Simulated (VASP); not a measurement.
# TiAl3 (Pmm2) in VASP: a series of runs

Runs on TiAl3. Level: r2SCAN. Tasks: single point.

All numbers are computed with VASP 6.6.1; they aren't measurements. Logs are shortened: lines on timing, memory, paths and dates and some standing lists are left out, and cuts for length are marked.

## (1) The cell of the first run

Symmetry: Pmm2, No. 25, orthorhombic system. Conventional cell: a = 2.840 Å, b = 4.681 Å, c = 4.901 Å, α = 90.00°, β = 90.00°, γ = 90.00°. Ti (site symmetry mm2) has 10 Al at 2.83 to 2.85 Å and 2 Ti at 2.84 Å within 3.7 Å. Within 3.7 Å of Al (site symmetry mm2) lie 4 Ti at 2.83 to 2.84 Å and 8 Al at 2.84 to 2.86 Å. Within 3.7 Å of Al (site symmetry mm2) lie 8 Al at 2.81 to 2.86 Å and 4 Ti at 2.85 Å. Within 3.7 Å of Al (site symmetry mm2) lie 10 Al at 2.81 to 2.86 Å and 2 Ti at 2.85 Å.

## (2) Single point, r2SCAN

Contents of POSCAR:

```
TiAl3
1.0
    2.8396770000      0.0000000000      0.0000000000
    0.0000000000      4.6812640000      0.0000000000
    0.0000000000      0.0000000000      4.9007420000
Ti Al
1 3
Direct
    0.0000000000      0.5000000000      0.1659160000
    0.5000000000      0.5000000000      0.6672710000
    0.5000000000      0.0000000000      0.3309120000
    0.0000000000      0.0000000000      0.8359000000
```

Contents of INCAR.step1:

```
  PREC = Accurate
  ENCUT = 520
  ISMEAR = 0
  SIGMA = 0.1
  LREAL = F
  LASPH = T
  NELM = 100
  NBANDS = 18
  GGA = PE
  ALGO = Normal
  EDIFF = 1E-4
  LWAVE = T
  LCHARG = F
```

Contents of INCAR.step2:

```
  PREC = Accurate
  ENCUT = 520
  EDIFF = 1E-7
  ISMEAR = 0
  SIGMA = 0.1
  LREAL = F
  LASPH = T
  NELM = 100
  ALGO = Normal
  ISIF = 2
  LWAVE = F
  LCHARG = F
  METAGGA = R2SCAN
  LMIXTAU = T
  NBANDS = 18
  ISTART = 1
```

Contents of KPOINTS:

```
Automatic mesh
0
Gamma
  4 2 2
```

Potentials or basis: VASP PAW PBE potentials, release 64 (Ti_sv, Al).

Started as:

```bash
$ cat potpaw_PBE.64/Ti_sv/POTCAR potpaw_PBE.64/Al/POTCAR > POTCAR
$ cp INCAR.step1 INCAR
$ mpirun -np 1 vasp_std > vasp.out
$ cp INCAR.step2 INCAR
$ mpirun -np 1 vasp_std > vasp.out
```

OUTCAR:

```text
PREC = Accurate
   ENCUT = 520
   EDIFF = 1E-7
   ISMEAR = 0
   LREAL = F
   LASPH = T
   NELM = 100
   ISIF = 2
   METAGGA = R2SCAN
   ISTART = 1

 ion  position               nearest neighbor table
   1  0.000  0.500  0.166-   2 2.83   2 2.83   2 2.84   2 2.84   4 2.85   4 2.85   3 2.85   3 2.85
                             3 2.85   3 2.85
   2  0.500  0.500  0.667-   1 2.83   1 2.83   1 2.84   1 2.84   4 2.86   4 2.86   4 2.86   4 2.86
                             3 2.86   3 2.86
   3  0.500  0.000  0.331-   4 2.81   4 2.81   4 2.85   4 2.85   1 2.85   1 2.85   1 2.85   1 2.85
                             2 2.86   2 2.86
   4  0.000  0.000  0.836-   3 2.81   3 2.81   1 2.85   1 2.85   3 2.85   3 2.85   2 2.86   2 2.86
                             2 2.86   2 2.86

  LATTYP: Found a simple orthorhombic cell.
 ALAT       =     2.8396770000
 B/A-ratio  =     1.6485198845
 C/A-ratio  =     1.7258096607

  Lattice vectors:

 A1 = (   2.8396770000,   0.0000000000,   0.0000000000)
 A2 = (   0.0000000000,   4.6812640000,   0.0000000000)
 A3 = (   0.0000000000,   0.0000000000,   4.9007420000)

Analysis of symmetry for initial positions (statically):
=====================================================================
 Subroutine PRICEL returns:
 Original cell was already a primitive cell.

 Routine SETGRP: Setting up the symmetry group for a
 simple orthorhombic supercell.

 Subroutine GETGRP returns: Found  4 space group operations
 (whereof  4 operations were pure point group operations)
 out of a pool of  8 trial point group operations.

The static configuration has the point symmetry C_2v.

Analysis of symmetry for dynamics (positions and initial velocities):
=====================================================================
 Subroutine PRICEL returns:
 Original cell was already a primitive cell.

 Routine SETGRP: Setting up the symmetry group for a
 simple orthorhombic supercell.

 Subroutine GETGRP returns: Found  4 space group operations
 (whereof  4 operations were pure point group operations)
 out of a pool of  8 trial point group operations.

The dynamic configuration has the point symmetry C_2v.

 Subroutine INISYM returns: Found  4 space group operations
 (whereof  4 operations are pure point group operations),
 and found     1 'primitive' translations

----------------------------------------------------------------------------------------

                                     Primitive cell

  volume of cell :      65.1469

  direct lattice vectors                    reciprocal lattice vectors
     2.839677000  0.000000000  0.000000000     0.352152727  0.000000000  0.000000000
     0.000000000  4.681264000  0.000000000     0.000000000  0.213617519  0.000000000
     0.000000000  0.000000000  4.900742000     0.000000000  0.000000000  0.204050734

  length of vectors
     2.839677000  4.681264000  4.900742000     0.352152727  0.213617519  0.204050734

  position of ions in fractional coordinates (direct lattice)
     0.000000000  0.500000000  0.165916000
     0.500000000  0.500000000  0.667271000
     0.500000000  0.000000000  0.330912000
     0.000000000  0.000000000  0.835900000

  ion indices of the primitive-cell ions
   primitive index   ion index
                 1           1
                 2           2
                 3           3
                 4           4

----------------------------------------------------------------------------------------

 KPOINTS: Automatic mesh

Automatic generation of k-mesh.
 Grid dimensions read from file:
 generate k-points for:    4    2    2

 Generating k-lattice:

  Cartesian coordinates                     Fractional coordinates (reciprocal lattice)
     0.088038182  0.000000000  0.000000000     0.250000000  0.000000000  0.000000000
     0.000000000  0.106808759  0.000000000     0.000000000  0.500000000  0.000000000
     0.000000000  0.000000000  0.102025367     0.000000000  0.000000000  0.500000000

  Length of vectors
     0.088038182  0.106808759  0.102025367

  Shift w.r.t. Gamma in fractional coordinates (k-lattice)
     0.000000000  0.000000000  0.000000000

 Subroutine IBZKPT returns following result:
 ===========================================

 Found     12 irreducible k-points:

 Following reciprocal coordinates:
            Coordinates               Weight
  0.000000  0.000000  0.000000      1.000000
  0.250000  0.000000  0.000000      2.000000
  0.500000  0.000000  0.000000      1.000000
  0.000000  0.500000  0.000000      1.000000
  0.250000  0.500000  0.000000      2.000000
  0.500000  0.500000  0.000000      1.000000
  0.000000  0.000000  0.500000      1.000000
  0.250000  0.000000  0.500000      2.000000
  0.500000  0.000000  0.500000      1.000000
  0.000000  0.500000  0.500000      1.000000
  0.250000  0.500000  0.500000      2.000000
  0.500000  0.500000  0.500000      1.000000
   k-points           NKPTS =     12   k-points in BZ     NKDIM =     12   number of bands    NBANDS=     18
   number of dos      NEDOS =    301   number of ions     NIONS =      4
   total plane-waves  NPLWV =  31104
   dimension x,y,z NGX =    24 NGY =   36 NGZ =   36
   dimension x,y,z NGXF=    48 NGYF=   72 NGZF=   72
   ions per type =               1   3
   NGX,Y,Z   is equivalent  to a cutoff of  14.05, 12.78, 12.21 a.u.
   NGXF,Y,Z  is equivalent  to a cutoff of  28.10, 25.57, 24.42 a.u.
 SYSTEM =  unknown system
   PREC   = accura    normal or accurate (medium, high low for compatibility)
   ISTART =      1    job   : 0-new  1-cont  2-samecut
   ICHARG =      0    charge: 1-file 2-atom 10-const
   ISPIN  =      1    spin polarized calculation?
   LNONCOLLINEAR =      F non collinear calculations
   LSORBIT =      F    spin-orbit coupling
   LASPH  =      T    aspherical Exc in radial PAW
   ENCUT  =  520.0 eV  38.22 Ry    6.18 a.u.   5.28  8.70  9.11*2*pi/ulx,y,z
   NELM   =    100;   NELMIN=  2; NELMDL=  0     # of ELM steps
   EDIFF  = 0.1E-06   stopping-criterion for ELM
   LREAL  =      F    real-space projection
   EDIFFG = 0.1E-05   stopping-criterion for IOM
   NSW    =      0    number of steps for IOM
   IBRION =     -1    ionic relax: 0-MD 1-quasi-New 2-CG
   NFREE  =      0    steps in history (QN), initial steepest desc. (CG)
   ISIF   =      2    stress and relaxation
   ISYM   =      2    0-nonsym 1-usesym 2-fastsym
   POTIM  = 0.5000    time-step for ionic-motion
   TEBEG  =    0.0;   TEEND  =   0.0 temperature during run
   PSTRESS=    0.0 pullay stress
   NELECT =      21.0000    total number of electrons
   NUPDOWN=      -1.0000    fix difference up-down
   EMIN   =  10.00;   EMAX   =-10.00  energy-range for DOS
   EFERMI =   0.00;   METHOD = LEGACY
   ISMEAR =     0;   SIGMA  =   0.10  broadening in eV -4-tet -1-fermi 0-gaus
   EFERMI_NEDOS =   21; number of points for ismear=-14 and -15
   IALGO  =     38    algorithm
   IMIX   =      4    mixing-type and parameters
     AMIX     =   0.40;   BMIX     =  1.00
     AMIX_MAG =   1.60;   BMIX_MAG =  1.00
  volume/ion in A,a.u.               =      16.29       109.91
  Fermi-wavevector in a.u.,A,eV,Ry     =   1.122492  2.121202 17.143184  1.259988
  Thomas-Fermi vector in A             =   2.259152
   LORBIT       =      0    0 simple, 1 ext, 2 COOP (PROOUT), +10 PAW based schemes
   METAGGA = R2SCAN    functional components
   LHFCALC =     F    Hartree Fock is set to
   AEXX    =    0.0000 exact exchange contribution
   IVDW    =     0    specifies the selected vdW correction
   LEPSILON=     F    determine dielectric tensor
   LRPA    =     F    only Hartree local field effects (RPA)
 non-spin polarized calculation
 Gauss-broadening in eV      SIGMA  =   0.10
  energy-cutoff  :      520.00
  volume of cell :       65.15
 maximum number of plane-waves:      1776
 NGX is ok and might be reduce to    24
   NGX = 11   NGY = 17   NGZ = 19

 number of electron      21.0000004 magnetization

 Free energy of the ion-electron system (eV)
  ---------------------------------------------------
  ext. energy  EPLUGINS =         0.00000000
  ---------------------------------------------------
  free energy    TOTEN  =       -34.17840990 eV

  energy without entropy =      -34.17729121  energy(sigma->0) =      -34.17785055

 E-fermi :   8.2386     XC(G=0): -11.3948

 val. band max:        8.0974890877   @ k =   0.0000   0.5000   0.5000
 cond. band min:       8.4205340369   @ k =   0.2500   0.5000   0.5000
 fundamental gap:      0.3230449492
 Fermi energy:         8.2385943056

 k-point     1 :       0.0000    0.0000    0.0000
  band No.  band energies     occupation
      1     -50.8102      2.00000
      2     -26.0857      2.00000
      3     -26.0804      2.00000
      4     -25.7358      2.00000
      5      -2.6918      2.00000
      6       2.7059      2.00000
[... 10 lines left out ...]
     17      14.3294      0.00000
     18      14.8476      0.00000

 k-point     2 :       0.2500    0.0000    0.0000
  band No.  band energies     occupation
      1     -50.7819      2.00000
      2     -26.0580      2.00000
      3     -26.0522      2.00000
      4     -25.9708      2.00000
      5      -1.4649      2.00000
      6       3.7933      2.00000
[... 10 lines left out ...]
     17      13.0448      0.00000
     18      14.2156      0.00000

 k-point     3 :       0.5000    0.0000    0.0000
  band No.  band energies     occupation
      1     -50.7535      2.00000
      2     -26.1996      2.00000
      3     -26.0301      2.00000
      4     -26.0237      2.00000
      5       2.0381      2.00000
      6       2.0905      2.00000
[... 10 lines left out ...]
     17      11.8341      0.00000
     18      12.4402      0.00000

 k-point     4 :       0.0000    0.5000    0.0000
  band No.  band energies     occupation
      1     -50.8101      2.00000
      2     -26.0897      2.00000
      3     -26.0801      2.00000
      4     -25.7357      2.00000
      5      -1.3670      2.00000
      6      -0.2827      2.00000
[... 123 lines left out ...]
      4     -25.7357      2.00000
      5      -0.1909      2.00000
      6       0.5226      2.00000
[... 10 lines left out ...]
     17      14.6928      0.00000
     18      15.1563      0.00000

 k-point    11 :       0.2500    0.5000    0.5000
  band No.  band energies     occupation
      1     -50.7818      2.00000
      2     -26.0611      2.00000
      3     -26.0537      2.00000
      4     -25.9703      2.00000
      5       0.9869      2.00000
      6       1.5694      2.00000
[... 10 lines left out ...]
     17      13.0996      0.00000
     18      15.1998      0.00000

 k-point    12 :       0.5000    0.5000    0.5000
  band No.  band energies     occupation
      1     -50.7534      2.00000
      2     -26.1987      2.00000
      3     -26.0324      2.00000
      4     -26.0246      2.00000
      5       3.9752      2.00000
      6       4.2129      2.00000
[... 10 lines left out ...]
     17      13.4936      0.00000
     18      16.2236      0.00000

------------------------ aborting loop because EDIFF is reached ----------------------------------------

  FORCE on cell =-STRESS in cart. coord.  units (eV):
  Direction    XX          YY          ZZ          XY          YZ          ZX
  --------------------------------------------------------------------------------------
  -------------------------------------------------------------------------------------
  Total       -2.2228876      0.6660389     -0.9596523      0.0000000      0.0000000      0.0000000
  in kB      -54.6681238     16.3800888    -23.6010090      0.0000000      0.0000000      0.0000000
  external PRESSURE =     -20.6296813 kB  Pullay stress =       0.0000000 kB

 VOLUME and BASIS-vectors are now :
 -----------------------------------------------------------------------------
  energy-cutoff  :      520.00
  volume of cell :       65.15
      direct lattice vectors                 reciprocal lattice vectors
     2.839677000  0.000000000  0.000000000     0.352152727  0.000000000  0.000000000
     0.000000000  4.681264000  0.000000000     0.000000000  0.213617519  0.000000000
     0.000000000  0.000000000  4.900742000     0.000000000  0.000000000  0.204050734

 POSITION                                       TOTAL-FORCE (eV/Angst)
 -----------------------------------------------------------------------------------
      0.00000      2.34063      0.81311         0.000000      0.000000     -0.069912
      1.41984      2.34063      3.27012         0.000000      0.000000     -0.025546
      1.41984      0.00000      1.62171         0.000000      0.000000      0.250080
      0.00000      0.00000      4.09653         0.000000      0.000000     -0.154621
 -----------------------------------------------------------------------------------
    total drift:                                0.000000      0.000000     -0.001142

  FREE ENERGIE OF THE ION-ELECTRON SYSTEM (eV)
  ---------------------------------------------------
  free  energy   TOTEN  =       -34.1784098964 eV

  energy  without entropy=      -34.1772912071  energy(sigma->0) =      -34.17785055
```

Wall time 68 s (1 thread of Intel Xeon Platinum 8259CL at 2.50GHz (Skylake/Cascade Lake), shared host); peak memory 0.18 GiB.

Results:

```yaml
Free_energy: -34.1784 eV
Pressure: -2.1 GPa
Largest_force: 0.250 eV/Å
```

Forces on the atoms (eV/Å):
```
Ti   0.000  0.000 -0.070
Al   0.000  0.000 -0.026
Al   0.000  0.000  0.250
Al   0.000  0.000 -0.155
```

Caveat: the k points lie up to 0.67 Å⁻¹ apart; the PAW data sets were made with another functional, which shifts forces and pressure a little.

## (3) Single point, r2SCAN

POSCAR is that of step 2.

Contents of INCAR.step1:

```
SYSTEM = TiAl3
PREC = Accurate ; ENCUT = 520
ISMEAR = 0 ; SIGMA = 0.1
LREAL = .False. ; LASPH = .True.
NELM = 100 ; NBANDS = 18
GGA = PE ; ALGO = Normal
EDIFF = 1E-4 ; LWAVE = .True.
LCHARG = .False.
```

Contents of INCAR.step2:

```
SYSTEM = TiAl3
PREC = Accurate ; ENCUT = 520
EDIFF = 1E-6 ; ISMEAR = 0
SIGMA = 0.1 ; LREAL = .False.
LASPH = .True. ; NELM = 100
ALGO = Normal ; ISIF = 2
LWAVE = .False. ; LCHARG = .False.
METAGGA = R2SCAN ; LMIXTAU = .True.
NBANDS = 18 ; ISTART = 1
```

Contents of KPOINTS:

```
Automatic mesh
0
Gamma
  6 4 4
  0 0 0
```

Potentials or basis: VASP PAW PBE potentials, release 64 (Ti_sv, Al).

Started as:

```bash
$ cat potpaw_PBE.64/Ti_sv/POTCAR potpaw_PBE.64/Al/POTCAR > POTCAR
$ cp INCAR.step1 INCAR
$ mpirun -np 1 vasp_std > vasp.out
$ cp INCAR.step2 INCAR
$ mpirun -np 1 vasp_std > vasp.out
```

OUTCAR:

```text
SYSTEM = TiAl3
   PREC = Accurate
   ENCUT = 520
   EDIFF = 1E-6
   ISMEAR = 0
   LREAL = .False.
   LASPH = .True.
   NELM = 100
   ISIF = 2
   METAGGA = R2SCAN
   ISTART = 1

 ion  position               nearest neighbor table
   1  0.000  0.500  0.166-   2 2.83   2 2.83   2 2.84   2 2.84   4 2.85   4 2.85   3 2.85   3 2.85
                             3 2.85   3 2.85
   2  0.500  0.500  0.667-   1 2.83   1 2.83   1 2.84   1 2.84   4 2.86   4 2.86   4 2.86   4 2.86
                             3 2.86   3 2.86
   3  0.500  0.000  0.331-   4 2.81   4 2.81   4 2.85   4 2.85   1 2.85   1 2.85   1 2.85   1 2.85
                             2 2.86   2 2.86
   4  0.000  0.000  0.836-   3 2.81   3 2.81   1 2.85   1 2.85   3 2.85   3 2.85   2 2.86   2 2.86
                             2 2.86   2 2.86

  LATTYP: Found a simple orthorhombic cell.
 ALAT       =     2.8396770000
 B/A-ratio  =     1.6485198845
 C/A-ratio  =     1.7258096607

  Lattice vectors:

 A1 = (   2.8396770000,   0.0000000000,   0.0000000000)
 A2 = (   0.0000000000,   4.6812640000,   0.0000000000)
 A3 = (   0.0000000000,   0.0000000000,   4.9007420000)

Analysis of symmetry for initial positions (statically):
[... 174 lines left out ...]
  free energy    TOTEN  =       -34.23430099 eV

  energy without entropy =      -34.21973609  energy(sigma->0) =      -34.22701854

 E-fermi :   8.1717     XC(G=0): -11.3943

 val. band max:        8.1635548315   @ k =   0.1667   0.0000   0.5000
 cond. band min:       8.1864570825   @ k =   0.1667   0.2500   0.5000
 fundamental gap:      0.0229022510
 Fermi energy:         8.1716500330

 k-point     1 :       0.0000    0.0000    0.0000
  band No.  band energies     occupation
      1     -50.8165      2.00000
      2     -26.1109      2.00000
      3     -26.0970      2.00000
      4     -25.7091      2.00000
      5      -2.6974      2.00000
      6       2.7267      2.00000
[... 481 lines left out ...]
      5       3.0665      2.00000
      6       3.8578      2.00000
[... 10 lines left out ...]
     17      13.2523      0.00000
     18      13.5309      0.00000

 [... further k-points ...]
[... 5 lines left out ...]
  --------------------------------------------------------------------------------------
  -------------------------------------------------------------------------------------
  Total       -1.5060148     -1.0523786     -0.2260419      0.0000000      0.0000000      0.0000000
  in kB      -37.0378620    -25.8814541     -5.5591149      0.0000000      0.0000000      0.0000000
  external PRESSURE =     -22.8261437 kB  Pullay stress =       0.0000000 kB

 VOLUME and BASIS-vectors are now :
 -----------------------------------------------------------------------------
  energy-cutoff  :      520.00
  volume of cell :       65.15
      direct lattice vectors                 reciprocal lattice vectors
     2.839677000  0.000000000  0.000000000     0.352152727  0.000000000  0.000000000
     0.000000000  4.681264000  0.000000000     0.000000000  0.213617519  0.000000000
     0.000000000  0.000000000  4.900742000     0.000000000  0.000000000  0.204050734

 POSITION                                       TOTAL-FORCE (eV/Angst)
 -----------------------------------------------------------------------------------
      0.00000      2.34063      0.81311         0.000000      0.000000     -0.020088
      1.41984      2.34063      3.27012         0.000000      0.000000     -0.036343
      1.41984      0.00000      1.62171         0.000000      0.000000      0.006767
      0.00000      0.00000      4.09653         0.000000      0.000000      0.049664
 -----------------------------------------------------------------------------------
    total drift:                                0.000000      0.000000     -0.001266

  FREE ENERGIE OF THE ION-ELECTRON SYSTEM (eV)
  ---------------------------------------------------
  free  energy   TOTEN  =       -34.2343009876 eV

  energy  without entropy=      -34.2197360884  energy(sigma->0) =      -34.22701854
```

It took 2.4 min on 1 thread of Intel Xeon Platinum 8259CL at 2.50GHz (Skylake/Cascade Lake), shared host; peak memory 0.2 GiB.

What came out:

```
Free energy   : -34.2343 eV
Pressure      : -2.3 GPa
Largest force : 0.050 eV/Å
```

Forces on the atoms (eV/Å):
```
Ti   0.000  0.000 -0.020
Al   0.000  0.000 -0.036
Al   0.000  0.000  0.007
Al   0.000  0.000  0.050
```

Stress tensor (GPa, compression positive):
```
-3.70  0.00  0.00
 0.00 -2.59  0.00
 0.00  0.00 -0.56
```

Caveat: the k points lie up to 0.37 Å⁻¹ apart; the PAW data sets were made with another functional, which shifts forces and pressure a little.

[end of part 1 of 2]
